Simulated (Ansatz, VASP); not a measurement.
## HfO2: VASP beside Ansatz

The input INCAR:

```
PREC = Accurate ; ENCUT = 600
EDIFF = 1E-6 ; ISMEAR = 0
SIGMA = 0.01 ; LREAL = F
LASPH = T ; NELM = 100
ALGO = Normal ; ISIF = 3
LWAVE = F ; LCHARG = F
GGA = PE ; IVDW = 13
IBRION = 2 ; NSW = 80
EDIFFG = -0.005
```

KPOINTS

```
Automatic mesh
0
Gamma
  8 8 8
```

The input POSCAR:

```
HfO2
1.0
    0.0000000000      2.5575000000      2.5575000000
    2.5575000000      0.0000000000      2.5575000000
    2.5575000000      2.5575000000      0.0000000000
Hf O
1 2
Direct
    0.0000000000      0.0000000000      0.0000000000
    0.2500000000      0.2500000000      0.2500000000
    0.7500000000      0.7500000000      0.7500000000
```

Input for Ansatz:

```yaml
crystal:
  lattice:
    - [0.0, 2.5575, 2.5575]
    - [2.5575, 0.0, 2.5575]
    - [2.5575, 2.5575, 0.0]
  atoms:
    - { symbol: Hf, position: [0.0, 0.0, 0.0] }
    - { symbol: O, position: [0.25, 0.25, 0.25] }
    - { symbol: O, position: [0.75, 0.75, 0.75] }
basis:
  ecutwfc: 571.4391111657479
kpoints:
  mp_grid:
    grid: [8, 8, 8]
hamiltonian:
  xc: pbe
  dispersion: d4
scf:
  occupations:
    method: fixed
relax:
  f_tol: 0.005
  cell: {}
```

Alike in both runs: task relaxation of cell and atoms; functional PBE; dispersion D4; k mesh 8 × 8 × 8; no spin polarisation.

|  | VASP | Ansatz |
| --- | --- | --- |
| version | VASP 6.6.1 | Ansatz 0.2.0 |
| potentials or method | VASP PAW PBE potentials, release 64 (Hf_pv, O), cutoff 600 eV | plane waves, PAW |
| occupations | gaussian, width 0.01 eV | fixed |
| valence electrons in the cell | 22 | 38 |

```csv
,VASP,Ansatz,Ansatz less VASP
relaxed volume (Å³/atom),10.72,10.89,+0.177
relaxed cell length with the largest relative difference (Å),3.569,3.589,+0.0195
```

VASP's potentials hold 22 valence electrons a cell and Ansatz's 38, so a difference there can come from the potentials and not from the codes.

Spin-orbit coupling is off throughout.
